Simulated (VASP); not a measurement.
# W8C8F in VASP: single point with PBE+D3(BJ)

Aim: the single point of W8C8F with PBE+D3(BJ).

All numbers are computed with VASP 6.6.1; they aren't measurements. Logs are shortened: lines on timing, memory, paths and dates and some standing lists are left out, and cuts for length are marked.

### Step 1. The cell of the first run

The cell holds a slab with vacuum, 34 atoms: a = 5.804 Å, b = 8.110 Å, c = 23.953 Å, α = 90.00°, β = 90.00°, γ = 110.96°.

### Step 2. Single point, PBE+D3(BJ)

INCAR reads:

```
PREC     = Accurate       # precision mode
ENCUT    = 520            # plane-wave cutoff, eV
EDIFF    = 1E-6           # SCF threshold, eV
ISMEAR   = 0              # smearing method
SIGMA    = 0.1            # smearing width, eV
LREAL    = Auto         
LASPH    = T              # aspherical terms in the spheres
NELM     = 120            # most SCF steps
ALGO     = Normal         # electronic algorithm
ISIF     = 2              # what is computed and relaxed
LWAVE    = F              # write WAVECAR
LCHARG   = T              # write CHGCAR
LDIPOL   = T            
IDIPOL   = 3            
DIPOL    = 0.5 0.5 0.469
GGA      = PE             # functional
IVDW     = 12             # dispersion correction
LVHAR    = T            
LVACPOTAV= T            
NBANDS   = 174            # bands
GGA_COMPAT= F            
NELMDL   = -8           
KPAR     = 4
```

KPOINTS reads:

```
Automatic mesh
0
Gamma
  4 3 1
```

POSCAR reads:

```
W8C8F
1.0
    5.8038113749      0.0000000000      0.0000000000
   -2.9019056875      7.5735822842      0.0000000000
    0.0000000000      0.0000000000     23.9530597246
W C F
16 16 2
Direct
    0.8601095922      0.7202191844      0.3339865592
    0.8601095922      0.2202191844      0.3339865592
    0.3601095922      0.7202191844      0.3339865592
    0.3601095922      0.2202191844      0.3339865592
    0.7202191845      0.4404383689      0.4124697935
    0.7202191844      0.9404383689      0.4124697935
    0.2202191844      0.4404383689      0.4124697935
    0.2202191844      0.9404383689      0.4124697935
    0.5792392775      0.1603142028      0.4913490234
    0.5804794949      0.6605817431      0.4920876759
    0.0814493931      0.1602325549      0.4913294892
    0.0801084178      0.6597717553      0.4909939941
    0.4353375516      0.8761829886      0.5714804067
    0.4385620771      0.3774586384      0.5756144540
    0.9410653754      0.8761908735      0.5714428842
    0.9377814986      0.3750682752      0.5677475209
    0.0034611909      0.0069223818      0.3470670982
    0.0034611909      0.5069223818      0.3470670982
    0.5034611909      0.0069223818      0.3470670982
    0.5034611909      0.5069223818      0.3470670982
    0.8635707832      0.7271415663      0.4255503325
    0.8635707832      0.2271415663      0.4255503325
    0.3635707831      0.7271415663      0.4255503325
    0.3635707831      0.2271415663      0.4255503325
    0.7210043831      0.4451379064      0.5036145202
    0.7227278927      0.9451558282      0.5046548852
    0.2239942205      0.4451675651      0.5035676282
    0.2219989856      0.9437845687      0.5040745545
    0.5932546074      0.1817858104      0.5788371083
    0.5958310927      0.6914393618      0.5807738770
    0.0889460784      0.1817968709      0.5788733481
    0.0800582642      0.6594038313      0.5781580230
    0.4554725824      1.4082739560      0.6541717793
    0.2162380562      0.9326471245      0.6349236313
```

Potentials or basis: VASP PAW PBE potentials, release 64 (W_sv, C, F).

Run with:

```
$ cat potpaw_PBE.64/W_sv/POTCAR potpaw_PBE.64/C/POTCAR potpaw_PBE.64/F/POTCAR > POTCAR
$ mpirun -np 4 vasp_std > vasp.out
```

OUTCAR:

```text
PREC = Accurate
   ENCUT = 520
   EDIFF = 1E-6
   ISMEAR = 0
   LREAL = Auto
   LASPH = T
   NELM = 120
   ISIF = 2
   GGA = PE
   IVDW = 12
   NELMDL = -8
 IVDW          = 12

 ion  position               nearest neighbor table
   1  0.860  0.720  0.334-  17 2.19  20 2.19  18 2.19  21 2.19   5 2.83   3 2.90   3 2.90   8 2.90
                             6 2.90
   2  0.860  0.220  0.334-  18 2.19  19 2.19  17 2.19  22 2.19   6 2.83   4 2.90   4 2.90   7 2.90
                             5 2.90
   3  0.360  0.720  0.334-  19 2.19  18 2.19  20 2.19  23 2.19   7 2.83   1 2.90   1 2.90   6 2.90
                             8 2.90
   4  0.360  0.220  0.334-  20 2.19  17 2.19  19 2.19  24 2.19   8 2.83   2 2.90   2 2.90   5 2.90
                             7 2.90
   5  0.720  0.440  0.412-  25 2.18  21 2.19  22 2.19  24 2.19  18 2.19  20 2.19   1 2.83   9 2.84
                            12 2.90   7 2.90   7 2.90   2 2.90   4 2.90  10 2.92
   6  0.720  0.940  0.412-  22 2.19  23 2.19  21 2.19  19 2.19  17 2.19  26 2.21   2 2.83  10 2.85
                             8 2.90   8 2.90   3 2.90   1 2.90   9 2.91  11 2.91
   7  0.220  0.440  0.412-  27 2.18  22 2.19  23 2.19  24 2.19  18 2.19  20 2.19   3 2.83  11 2.84
                            12 2.90   5 2.90   5 2.90   2 2.90   4 2.90  10 2.92
   8  0.220  0.940  0.412-  21 2.19  24 2.19  23 2.19  17 2.19  19 2.19  28 2.19   4 2.83  12 2.84
                             6 2.90   6 2.90   1 2.90   3 2.90  11 2.90   9 2.90
   9  0.579  0.160  0.491-  29 2.10  25 2.18  24 2.20  22 2.20  28 2.21  26 2.21   5 2.84  16 2.85
[... 16 lines left out ...]
  18  0.003  0.507  0.347-   2 2.19   3 2.19   1 2.19   5 2.19   7 2.19
  19  0.503  0.007  0.347-   3 2.19   2 2.19   4 2.19   6 2.19   8 2.19
  20  0.503  0.507  0.347-   4 2.19   1 2.19   3 2.19   7 2.19   5 2.19
  21  0.864  0.727  0.426-   8 2.19   5 2.19   6 2.19   1 2.19  12 2.20  10 2.21
  22  0.864  0.227  0.426-   7 2.19   6 2.19   5 2.19   2 2.19   9 2.20  11 2.21
  23  0.364  0.727  0.426-   7 2.19   6 2.19   8 2.19   3 2.19  12 2.20  10 2.21
  24  0.364  0.227  0.426-   8 2.19   7 2.19   5 2.19   4 2.19  11 2.20   9 2.20
  25  0.721  0.445  0.504-   9 2.18   5 2.18  16 2.19  10 2.19  12 2.21  14 2.31
  26  0.723  0.945  0.505-  10 2.18   6 2.21   9 2.21  11 2.21  15 2.23  13 2.23
  27  0.224  0.445  0.504-  11 2.18   7 2.18  16 2.18  10 2.20  12 2.20  14 2.31
  28  0.222  0.944  0.504-  12 2.17   8 2.19  11 2.21   9 2.21  15 2.22  13 2.22
  29  0.593  0.182  0.579-  16 2.07  14 2.09   9 2.10  13 2.32
  30  0.596  0.691  0.581-  13 2.04  15 2.04  10 2.14  14 2.38
  31  0.089  0.182  0.579-  16 2.07  14 2.08  11 2.10  15 2.32
  32  0.080  0.659  0.578-  12 2.09  16 2.17  13 2.19  15 2.19
  33  0.455  0.408  0.654-  14 1.90
  34  0.216  0.933  0.635-  15 2.13  13 2.13

  LATTYP: Found a base centered orthorhombic cell.
 ALAT       =     5.8038113749
 B/A-ratio  =     2.6098650680
 C/A-ratio  =     4.1271258105

  Lattice vectors:

 A1 = (   2.9019056875,  -7.5735822842,   0.0000000000)
 A2 = (   2.9019056874,   7.5735822842,   0.0000000000)
 A3 = (   0.0000000000,   0.0000000000,  23.9530597246)

Analysis of symmetry for initial positions (statically):
[... 216 lines left out ...]
  Thomas-Fermi vector in A             =   2.215626
   LORBIT       =      0    0 simple, 1 ext, 2 COOP (PROOUT), +10 PAW based schemes
   GGA     = PE    functional components
   LHFCALC =     F    Hartree Fock is set to
   AEXX    =    0.0000 exact exchange contribution
   IVDW    =    12    specifies the selected vdW correction
   LEPSILON=     F    determine dielectric tensor
   LRPA    =     F    only Hartree local field effects (RPA)
 non-spin polarized calculation
 Gauss-broadening in eV      SIGMA  =   0.10
  energy-cutoff  :      520.00
  volume of cell :     1052.87
 maximum number of plane-waves:     28381
 NGX is ok and might be reduce to    48
   NGX = 21   NGY = 31   NGZ = 89

 dipolmoment           0.000000      0.000000     -1.531419 electrons x Angstroem

 number of electron     302.0000032 magnetization

 dipolmoment           0.000000      0.000000      0.468769 electrons x Angstroem

 Free energy of the ion-electron system (eV)
  ---------------------------------------------------
  ext. energy  EPLUGINS =         0.00000000
  ---------------------------------------------------
  free energy    TOTEN  =      -348.79645839 eV

  energy without entropy =     -348.73739854  energy(sigma->0) =     -348.76692846

 E-fermi :   0.2412     XC(G=0):  -5.3907

 val. band max:        0.2235283750   @ k =   0.5000   0.3333   0.0000
 cond. band min:       0.2486574353   @ k =  -0.2500   0.3333   0.0000
 fundamental gap:      0.0251290602
 Fermi energy:         0.2412071835

 k-point     1 :       0.0000    0.0000    0.0000
  band No.  band energies     occupation
      1     -74.3035      2.00000
      2     -74.1633      2.00000
      3     -74.1321      2.00000
      4     -74.0945      2.00000
      5     -74.0923      2.00000
      6     -74.0647      2.00000
[... 1151 lines left out ...]
    162       1.7485      0.00000
    163       1.8841      0.00000
 [bands above 163 left out]

------------------------ aborting loop because EDIFF is reached ----------------------------------------

 Edisp (eV)  -10.38579

 E8    (eV) :    -4.8965

  FORCE on cell =-STRESS in cart. coord.  units (eV):
  Direction    XX          YY          ZZ          XY          YZ          ZX
  --------------------------------------------------------------------------------------
  -------------------------------------------------------------------------------------
  Total     -10.10327   -42.34129    -7.90807     0.32095     1.15528    -0.04431
  in kB     -15.37435   -64.43162   -12.03387     0.48840     1.75801    -0.06743
  external pressure =      -30.61 kB  Pullay stress =        0.00 kB

 VOLUME and BASIS-vectors are now :
 -----------------------------------------------------------------------------
  energy-cutoff  :      520.00
  volume of cell :     1052.87
      direct lattice vectors                 reciprocal lattice vectors
     5.803811375  0.000000000  0.000000000     0.172300569  0.066018957  0.000000000
    -2.901905688  7.573582284  0.000000000     0.000000000  0.132037913  0.000000000
     0.000000000  0.000000000 23.953059725     0.000000000  0.000000000  0.041748320

 POSITION                                       TOTAL-FORCE (eV/Angst)
 -----------------------------------------------------------------------------------
      2.90191      5.45464      8.00000        -0.144375     -0.201613      1.562738
      4.35286      1.66785      8.00000        -0.005861     -0.209530      1.461661
     -0.00000      5.45464      8.00000         0.116876     -0.229042      1.548785
      1.45095      1.66785      8.00000        -0.030719     -0.164743      1.516014
      2.90191      3.33570      9.87991        -0.142106      0.003467     -0.344702
      1.45095      7.12249      9.87991        -0.015385     -0.007920     -0.159840
[... 26 lines left out ...]
      1.45870      3.09210     15.66942         0.000933      0.042904      0.332625
     -1.45145      7.06348     15.20836         0.003231      0.040709      0.139167
 -----------------------------------------------------------------------------------
    total drift:                               -0.035424      0.014288     -0.050456

  FREE ENERGIE OF THE ION-ELECTRON SYSTEM (eV)
  ---------------------------------------------------
  free  energy   TOTEN  =      -359.1822443215 eV

  energy  without entropy=     -359.1231844644  energy(sigma->0) =     -359.15271439

 vacuum level on the upper side and lower side of the slab         6.281         4.351
```

It took 28 min on 4 MPI ranks of Intel Xeon Platinum 8259CL at 2.50GHz (Skylake/Cascade Lake), shared host; peak memory 1.6 GiB.

What came out:

| Item | Value |
| --- | --- |
| Free energy | -359.1822 eV |
| Largest force | 1.582 eV/Å |
| Band gap on the k mesh | zero (bands 151 and 152 overlap by 0.62 eV) |
| Dispersion energy per atom | -0.305 eV |

Forces on the atoms (eV/Å):
```
W   -0.144 -0.202  1.563
W   -0.006 -0.210  1.462
W    0.117 -0.229  1.549
W   -0.031 -0.165  1.516
W   -0.142  0.003 -0.345
W   -0.015 -0.008 -0.160
W    0.129  0.009 -0.327
W    0.000 -0.047 -0.345
W   -0.002  0.008 -0.011
W   -0.001  0.000  0.000
W    0.000  0.009 -0.007
W    0.000 -0.018 -0.003
W    0.059  0.004 -0.031
W    0.029 -0.022 -0.288
W   -0.038  0.003 -0.033
W    0.011  0.020  0.038
C    0.044  0.071 -0.420
C    0.020  0.115 -0.462
C    0.008  0.081 -0.417
C    0.025  0.048 -0.450
C   -0.172  0.154 -0.893
C   -0.007  0.142 -0.900
C    0.155  0.147 -0.890
C   -0.009  0.132 -0.847
C    0.006  0.000  0.005
C   -0.008 -0.004  0.010
C    0.004 -0.003  0.004
C    0.000  0.003  0.008
C   -0.012 -0.030  0.055
C   -0.011 -0.050  0.049
C   -0.004 -0.026  0.047
C   -0.009 -0.021  0.054
F    0.001  0.043  0.333
F    0.003  0.041  0.139
```

Levels at points of the mesh, in eV from the Fermi level:
```tsv
k point	band 146	band 147	band 148	band 149	band 150	band 151	band 152	band 153	band 154	band 155
(0.00, 0.00, 0.00)	-0.77	-0.50	-0.41	-0.29	0.07	0.42	0.43	0.76	0.91	0.96
(0.50, 0.00, 0.00)	-0.73	-0.71	-0.56	-0.42	-0.31	-0.29	-0.21	-0.09	0.06	0.63
```

Caveat: spin-orbit coupling is left out, which moves the levels of the heavy elements.

The gap in the log of VASP goes by the Fermi energy; the results here count the filled bands.